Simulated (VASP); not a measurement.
# N in VASP: further runs

Runs on N. Level: r2SCAN. Tasks: single point, relaxation of the atoms.

Everything below comes from runs of VASP 6.6.1. Logs are shortened: lines on timing, memory, paths and dates and some standing lists are left out, and cuts for length are marked.

## Step 1: The cell of the first run

The cell holds an amorphous packing of atoms, 20 atoms: a = 8.340 Å, b = 8.340 Å, c = 8.340 Å, α = 90.00°, β = 90.00°, γ = 90.00°.

## Step 2: Single point, r2SCAN

The input, POSCAR:

```
N
1.0
    8.3395510000      0.0000000000      0.0000000000
    0.0000000000      8.3395510000      0.0000000000
    0.0000000000      0.0000000000      8.3395510000
N
20
Direct
    0.2200067779      0.8275205906      0.3950458612
    0.1847258803      0.8529802927      0.2713983724
    0.3584891753      0.8510320975      0.8588985958
    0.4586006966      0.9306531830      0.8876413012
    0.8876124171      0.9067020298      0.6177927572
    0.9684035850      0.9114960417      0.7209207061
    0.8835869745      0.5731132160      0.9325509605
    0.9738362617      0.5836311831      1.0270009671
    0.9068453352      0.4873160783      0.4681643860
    0.9246209027      0.3594245630      0.4909302729
    0.4550835730      0.4924495867      0.9750975979
    0.4794075120      0.4595028935      0.8506226903
    0.1507048804      0.2291917811      0.1385869057
    0.1933762013      0.2063937713      0.0167925887
    0.7864891054      0.1249440793      0.0280374613
    0.7271130941      0.2220336175      0.0930728724
    0.6077353027      0.8753150712      0.3050784211
    0.6553563826      0.7638615472      0.2551591226
    0.3702361152      0.4377768789      0.4181599124
    0.4881395272      0.3809256976      0.4247681475
```

The input, INCAR.step1:

```
SYSTEM = N
  PREC = Accurate
  ENCUT = 520
  ISMEAR = -1
  SIGMA = 0.05
  LREAL = Auto
  LASPH = .TRUE.
  NELM = 60
  NBANDS = 66
  GGA = PE
  ALGO = Normal
  EDIFF = 1E-4
  LWAVE = .TRUE.
  LCHARG = .FALSE.
```

The input, INCAR.step2:

```
SYSTEM = N
  PREC = Accurate
  ENCUT = 520
  EDIFF = 1E-7
  ISMEAR = -1
  SIGMA = 0.05
  LREAL = Auto
  LASPH = .TRUE.
  NELM = 60
  ALGO = Normal
  ISIF = 2
  LWAVE = .FALSE.
  LCHARG = .FALSE.
  METAGGA = R2SCAN
  LMIXTAU = .TRUE.
  NBANDS = 66
  ISTART = 1
```

The input, KPOINTS:

```
regular mesh
0
G
  1 1 1
  0 0 0
```

Potentials or basis: VASP PAW PBE potentials, release 64 (N).

On the command line:

```sh
cat potpaw_PBE.64/N/POTCAR > POTCAR
cp INCAR.step1 INCAR
mpirun -np 1 vasp_gam > vasp.out
cp INCAR.step2 INCAR
mpirun -np 1 vasp_gam > vasp.out
```

OUTCAR:

```text
SYSTEM = N
   PREC = Accurate
   ENCUT = 520
   EDIFF = 1E-7
   ISMEAR = -1
   LREAL = Auto
   LASPH = .TRUE.
   NELM = 60
   ISIF = 2
   METAGGA = R2SCAN
   ISTART = 1

 ion  position               nearest neighbor table
   1  0.220  0.828  0.395-   2 1.09
   2  0.185  0.853  0.271-   1 1.09
   3  0.358  0.851  0.859-   4 1.09
   4  0.459  0.931  0.888-   3 1.09
   5  0.888  0.907  0.618-   6 1.09
   6  0.968  0.911  0.721-   5 1.09
[... 12 lines left out ...]
  19  0.370  0.438  0.418-  20 1.09
  20  0.488  0.381  0.425-  19 1.09

  LATTYP: Found a simple cubic cell.
 ALAT       =     8.3395510000

  Lattice vectors:

 A1 = (   8.3395510000,   0.0000000000,   0.0000000000)
 A2 = (   0.0000000000,   8.3395510000,   0.0000000000)
 A3 = (   0.0000000000,   0.0000000000,   8.3395510000)

Analysis of symmetry for initial positions (statically):
=====================================================================
 Subroutine PRICEL returns:
 Original cell was already a primitive cell.

 Routine SETGRP: Setting up the symmetry group for a
 simple cubic supercell.

 Subroutine GETGRP returns: Found  1 space group operations
 (whereof  1 operations were pure point group operations)
 out of a pool of 48 trial point group operations.

The static configuration has the point symmetry C_1 .

Analysis of symmetry for dynamics (positions and initial velocities):
=====================================================================
 Subroutine PRICEL returns:
 Original cell was already a primitive cell.

 Routine SETGRP: Setting up the symmetry group for a
 simple cubic supercell.

 Subroutine GETGRP returns: Found  1 space group operations
 (whereof  1 operations were pure point group operations)
 out of a pool of 48 trial point group operations.

The dynamic configuration has the point symmetry C_1 .

 Subroutine INISYM returns: Found  1 space group operations
 (whereof  1 operations are pure point group operations),
 and found     1 'primitive' translations

----------------------------------------------------------------------------------------

                                     Primitive cell

  volume of cell :     580.0000

  direct lattice vectors                    reciprocal lattice vectors
     8.339551000  0.000000000  0.000000000     0.119910532  0.000000000  0.000000000
     0.000000000  8.339551000  0.000000000     0.000000000  0.119910532  0.000000000
     0.000000000  0.000000000  8.339551000     0.000000000  0.000000000  0.119910532

  length of vectors
     8.339551000  8.339551000  8.339551000     0.119910532  0.119910532  0.119910532

  position of ions in fractional coordinates (direct lattice)
     0.220006778  0.827520591  0.395045861
     0.184725880  0.852980293  0.271398372
     0.358489175  0.851032098  0.858898596
     0.458600697  0.930653183  0.887641301
     0.887612417  0.906702030  0.617792757
     0.968403585  0.911496042  0.720920706
[... 12 lines left out ...]
     0.370236115  0.437776879  0.418159912
     0.488139527  0.380925698  0.424768148

  ion indices of the primitive-cell ions
   primitive index   ion index
                 1           1
                 2           2
                 3           3
                 4           4
                 5           5
                 6           6
[... 12 lines left out ...]
                19          19
                20          20

----------------------------------------------------------------------------------------

 KPOINTS: regular mesh

Automatic generation of k-mesh.
 Grid dimensions read from file:
 generate k-points for:    1    1    1

 Generating k-lattice:

  Cartesian coordinates                     Fractional coordinates (reciprocal lattice)
     0.119910532  0.000000000  0.000000000     1.000000000  0.000000000  0.000000000
     0.000000000  0.119910532  0.000000000     0.000000000  1.000000000  0.000000000
     0.000000000  0.000000000  0.119910532     0.000000000  0.000000000  1.000000000

  Length of vectors
     0.119910532  0.119910532  0.119910532

  Shift w.r.t. Gamma in fractional coordinates (k-lattice)
     0.000000000  0.000000000  0.000000000

 Subroutine IBZKPT returns following result:
 ===========================================

 Found      1 irreducible k-points:

 Following reciprocal coordinates:
            Coordinates               Weight
  0.000000  0.000000  0.000000      1.000000
   k-points           NKPTS =      1   k-points in BZ     NKDIM =      1   number of bands    NBANDS=     66
   number of dos      NEDOS =    301   number of ions     NIONS =     20
   total plane-waves  NPLWV = 262144
   dimension x,y,z NGX =    64 NGY =   64 NGZ =   64
   dimension x,y,z NGXF=   128 NGYF=  128 NGZF=  128
   ions per type =              20
   NGX,Y,Z   is equivalent  to a cutoff of  12.76, 12.76, 12.76 a.u.
   NGXF,Y,Z  is equivalent  to a cutoff of  25.52, 25.52, 25.52 a.u.
 SYSTEM =  N
   PREC   = accura    normal or accurate (medium, high low for compatibility)
   ISTART =      1    job   : 0-new  1-cont  2-samecut
   ICHARG =      0    charge: 1-file 2-atom 10-const
   ISPIN  =      1    spin polarized calculation?
   LNONCOLLINEAR =      F non collinear calculations
   LSORBIT =      F    spin-orbit coupling
   LASPH  =      T    aspherical Exc in radial PAW
   ENCUT  =  520.0 eV  38.22 Ry    6.18 a.u.  15.51 15.51 15.51*2*pi/ulx,y,z
   NELM   =     60;   NELMIN=  2; NELMDL=  0     # of ELM steps
   EDIFF  = 0.1E-06   stopping-criterion for ELM
   LREAL  =      T    real-space projection
   EDIFFG = 0.1E-05   stopping-criterion for IOM
   NSW    =      0    number of steps for IOM
   IBRION =     -1    ionic relax: 0-MD 1-quasi-New 2-CG
   NFREE  =      0    steps in history (QN), initial steepest desc. (CG)
   ISIF   =      2    stress and relaxation
   ISYM   =      2    0-nonsym 1-usesym 2-fastsym
   POTIM  = 0.5000    time-step for ionic-motion
   TEBEG  =    0.0;   TEEND  =   0.0 temperature during run
   PSTRESS=    0.0 pullay stress
   NELECT =     100.0000    total number of electrons
   NUPDOWN=      -1.0000    fix difference up-down
   EMIN   =  10.00;   EMAX   =-10.00  energy-range for DOS
   EFERMI =   0.00;   METHOD = LEGACY
   ISMEAR =    -1;   SIGMA  =   0.05  broadening in eV -4-tet -1-fermi 0-gaus
   EFERMI_NEDOS =   21; number of points for ismear=-14 and -15
   IALGO  =     38    algorithm
   IMIX   =      4    mixing-type and parameters
     AMIX     =   0.40;   BMIX     =  1.00
     AMIX_MAG =   1.60;   BMIX_MAG =  1.00
  volume/ion in A,a.u.               =      29.00       195.70
  Fermi-wavevector in a.u.,A,eV,Ry     =   0.911169  1.721859 11.295945  0.830229
  Thomas-Fermi vector in A             =   2.035417
   LORBIT       =      0    0 simple, 1 ext, 2 COOP (PROOUT), +10 PAW based schemes
   METAGGA = R2SCAN    functional components
   LHFCALC =     F    Hartree Fock is set to
   AEXX    =    0.0000 exact exchange contribution
   IVDW    =     0    specifies the selected vdW correction
   LEPSILON=     F    determine dielectric tensor
   LRPA    =     F    only Hartree local field effects (RPA)
 non-spin polarized calculation
  energy-cutoff  :      520.00
  volume of cell :      580.00
 maximum number of plane-waves:      7758
 NGX is ok and might be reduce to    64
   NGX = 31   NGY = 31   NGZ = 31

 number of electron      99.9999996 magnetization

 Free energy of the ion-electron system (eV)
  ---------------------------------------------------
  ext. energy  EPLUGINS =         0.00000000
  ---------------------------------------------------
  free energy    TOTEN  =      -182.12619582 eV

  energy without entropy =     -182.12619582  energy(sigma->0) =     -182.12619582

 E-fermi :  -6.5776     XC(G=0):  -5.3977

 val. band max:       -7.8045896175   @ k =   0.0000   0.0000   0.0000
 cond. band min:       0.6027455998   @ k =   0.0000   0.0000   0.0000
 fundamental gap:      8.4073352173
 Fermi energy:        -6.5775741260

 k-point     1 :       0.0000    0.0000    0.0000
  band No.  band energies     occupation
      1     -27.3568      2.00000
      2     -27.3123      2.00000
      3     -27.2992      2.00000
      4     -27.2946      2.00000
      5     -27.2704      2.00000
      6     -27.2624      2.00000
[... 54 lines left out ...]
     61       1.0516      0.00000
     62       1.0820      0.00000
 [bands above 62 left out]

------------------------ aborting loop because EDIFF is reached ----------------------------------------

  FORCE on cell =-STRESS in cart. coord.  units (eV):
  Direction    XX          YY          ZZ          XY          YZ          ZX
  --------------------------------------------------------------------------------------
  -------------------------------------------------------------------------------------
  Total        6.5392462      6.6732177      9.8936502     -2.0204665      2.3329526      1.5652369
  in kB       18.0638478     18.4339272     27.3299682     -5.5812854      6.4444892      4.3237708
  external PRESSURE =      21.2759144 kB  Pullay stress =       0.0000000 kB

 VOLUME and BASIS-vectors are now :
 -----------------------------------------------------------------------------
  energy-cutoff  :      520.00
  volume of cell :      580.00
      direct lattice vectors                 reciprocal lattice vectors
     8.339551000  0.000000000  0.000000000     0.119910532  0.000000000  0.000000000
     0.000000000  8.339551000  0.000000000     0.000000000  0.119910532  0.000000000
     0.000000000  0.000000000  8.339551000     0.000000000  0.000000000  0.119910532

 POSITION                                       TOTAL-FORCE (eV/Angst)
 -----------------------------------------------------------------------------------
      1.83476      6.90115      3.29451         0.617036     -0.455466      2.191522
      1.54053      7.11347      2.26334        -0.625006      0.446152     -2.189216
      2.98964      7.09723      7.16283        -1.744451     -1.389065     -0.515072
      3.82452      7.76123      7.40253         1.739433      1.392167      0.495405
      7.40229      7.56149      5.15211        -1.429224     -0.080279     -1.801932
      8.07605      7.60147      6.01215         1.413640      0.096650      1.805228
[... 12 lines left out ...]
      3.08760      3.65086      3.48727        -2.123060      1.024429     -0.119410
      4.07086      3.17675      3.54238         2.124607     -1.023398      0.118052
 -----------------------------------------------------------------------------------
    total drift:                               -0.000522      0.001818     -0.000309

  FREE ENERGIE OF THE ION-ELECTRON SYSTEM (eV)
  ---------------------------------------------------
  free  energy   TOTEN  =      -182.1261958190 eV

  energy  without entropy=     -182.1261958189  energy(sigma->0) =     -182.12619582
```

It took 2.3 min on 1 thread of Intel Xeon Platinum 8481C at 2.70GHz (Sapphire Rapids), shared host; peak memory 0.6 GiB.

Results:

```yaml
Free_energy: -182.1262 eV
Pressure: 2.1 GPa
Largest_force: 2.379 eV/Å
Band_gap_on_the_k_mesh: 8.41 eV
```

Forces on the atoms (eV/Å):
```
N    0.617 -0.455  2.192
N   -0.625  0.446 -2.189
N   -1.744 -1.389 -0.515
N    1.739  1.392  0.495
N   -1.429 -0.080 -1.802
N    1.414  0.097  1.805
N   -1.617 -0.182 -1.696
N    1.627  0.183  1.693
N   -0.295  2.210 -0.393
N    0.307 -2.210  0.400
N   -0.438  0.601  2.257
N    0.446 -0.600 -2.259
N   -0.757  0.400  2.201
N    0.758 -0.404 -2.193
N    1.047 -1.723 -1.145
N   -1.052  1.723  1.157
N   -0.848  1.974  0.885
N    0.849 -1.983 -0.891
N   -2.123  1.024 -0.119
N    2.125 -1.023  0.118
```

Stress tensor (GPa, compression positive):
```
 1.81 -0.56  0.43
-0.56  1.84  0.64
 0.43  0.64  2.73
```

Caveat: the k points lie up to 0.75 Å⁻¹ apart; the standard files for N, O and F lose accuracy on very short bonds; the PAW data sets were made with another functional, which shifts forces and pressure a little.

## Step 3: Relaxation of the atoms, r2SCAN

The input, POSCAR:

```
N
1.0
    8.3395510000      0.0000000000      0.0000000000
    0.0000000000      8.3395510000      0.0000000000
    0.0000000000      0.0000000000      8.3395510000
N
20
Direct
    0.2030899000      0.8644949000      0.4040504000
    0.2082921000      0.8811909000      0.2696871000
    0.4152210000      0.8395346000      0.9774039000
    0.5062617000      0.9397063000      0.9834480000
    0.9626554000      0.8569471000      0.5673638000
    0.9908506000      0.8368707000      0.6983649000
    0.8736729000      0.5584649000      0.9098841000
    0.9613637000      0.5357393000      1.0106470000
    0.8518223000      0.4805457000      0.4807116000
    0.9110969000      0.3662024000      0.4386231000
    0.4185208000      0.4770400000      0.9941375000
    0.4297351000      0.4662855000      0.8595348000
    0.0935277000      0.2419071000      0.0813310000
    0.2125000000      0.2401207000      0.0165104000
    0.7787058000      0.1374551000      0.0001456000
    0.7614796000      0.2651370000      0.0420969000
    0.5801160000      0.8879229000      0.3066302000
    0.5810575000      0.7695425000      0.2407174000
    0.4054098000      0.4335218000      0.4555850000
    0.5349909000      0.3976348000      0.4388472000
```

The input, INCAR.step1:

```
SYSTEM = N
PREC = Accurate
ENCUT = 520
ISMEAR = -1
SIGMA = 0.05
LREAL = Auto
LASPH = .True.
NELM = 100
GGA = PE
ALGO = Normal
EDIFF = 1E-4
LWAVE = .True.
LCHARG = .False.
```

The input, INCAR.step2:

```
SYSTEM = N
PREC = Accurate
ENCUT = 520
EDIFF = 1E-7
ISMEAR = -1
SIGMA = 0.05
LREAL = Auto
LASPH = .True.
NELM = 100
ALGO = Normal
ISIF = 2
LWAVE = .False.
LCHARG = .False.
METAGGA = R2SCAN
LMIXTAU = .True.
IBRION = 2
NSW = 35
EDIFFG = -0.3
ISTART = 1
```

The input, KPOINTS:

```
regular mesh
0
Gamma
  1 1 1
  0 0 0
```

Potentials or basis: VASP PAW PBE potentials, release 64 (N).

On the command line:

```sh
cat potpaw_PBE.64/N/POTCAR > POTCAR
cp INCAR.step1 INCAR
mpirun -np 1 vasp_gam > vasp.out
cp INCAR.step2 INCAR
mpirun -np 1 vasp_gam > vasp.out
```

It took 25 min on 1 thread of Intel Xeon Platinum 8481C at 2.70GHz (Sapphire Rapids), shared host; peak memory 0.69 GiB.

It converged, with:

```yaml
Free_energy: -181.8687 eV
Energy_gained_by_relaxing: 51.3 meV/atom
Ionic_steps: 13
Pressure_after_relaxing: 0.3 GPa
Largest_force_after_relaxing: 0.292 eV/Å
Band_gap_on_the_k_mesh: 7.86 eV
```

Forces in eV/Å, atoms in the order of the input:
```
N    0.059  0.011 -0.178
N   -0.077 -0.008  0.138
N   -0.205 -0.084 -0.161
N   -0.012  0.151 -0.161
N   -0.053 -0.004  0.260
N   -0.072  0.085 -0.174
N    0.061  0.011  0.083
N   -0.055  0.180 -0.089
N    0.167 -0.074 -0.042
N    0.009  0.087  0.056
N    0.089  0.028 -0.201
N    0.054  0.055  0.167
N    0.005 -0.014  0.252
N    0.100 -0.231 -0.148
N    0.063 -0.015 -0.045
N   -0.187 -0.070  0.073
N    0.125 -0.176  0.015
N    0.128  0.117  0.205
N   -0.210  0.074  0.000
N    0.011 -0.123 -0.050
```

Stress tensor (GPa, compression positive):
```
 0.68  0.23 -0.11
 0.23  0.27 -0.14
-0.11 -0.14 -0.05
```

Step by step:
```
step  energy change (eV)  largest force (eV/Å)  pressure (GPa)
   1              0.0000                3.8105           -2.65
   2            177.2223              172.6258          115.49
   3             -0.2206                2.8151           -1.62
   4             -0.3320                2.0884           -0.86
   5             -0.4386                0.6904            1.05
   6             -0.4389                0.6982            0.94
   7             -0.5576                0.5949            0.81
   8             -0.8123                1.5829            0.17
   9             -0.7111                7.0774           -2.00
  10             -0.8886                3.1353           -0.45
  11             -0.9093                2.8437           -0.37
  12             -0.9618                1.9594           -0.15
  13             -1.0265                0.2921            0.30
```

Final structure:
```
N
1.0
     8.33955    0.00000    0.00000
     0.00000    8.33955    0.00000
     0.00000    0.00000    8.33955
N
20
Cartesian
  1.8932 7.2049 3.2915
  1.6844 7.3641 2.2155
  3.4032 7.0375 8.0210
  4.1287 7.8709 8.0493
  7.8361 7.1478 4.8371
  8.2619 6.9922 5.8481
  7.2969 4.6849 7.5799
  8.0231 4.5893 0.0708
  7.1761 4.0164 4.0073
  7.6183 3.0598 3.6669
  3.5532 4.0331 8.2671
  3.6174 3.9185 7.1672
  0.8550 1.9850 0.7589
  1.7496 1.8638 0.1212
  6.5193 1.1507 8.3207
  6.2163 2.1355 0.3840
  4.8833 7.3754 2.6343
  4.9478 6.3662 2.1820
  3.3531 3.6288 3.7954
  4.3920 3.2820 3.6429
```

Levels at points of the mesh, in eV from the valence-band top:
```
           k point  band 46  band 47  band 48  band 49  band 50  band 51  band 52  band 53  band 54  band 55
(0.00, 0.00, 0.00)    -0.22    -0.17    -0.14    -0.04     0.00     7.86     7.98     8.10     8.15     8.25
```

Caveat: the k points lie up to 0.75 Å⁻¹ apart; the standard files for N, O and F lose accuracy on very short bonds; the PAW data sets were made with another functional, which shifts forces and pressure a little; the relaxation stopped at a loose force limit of 0.3 eV/Å, so its end isn't a converged minimum.
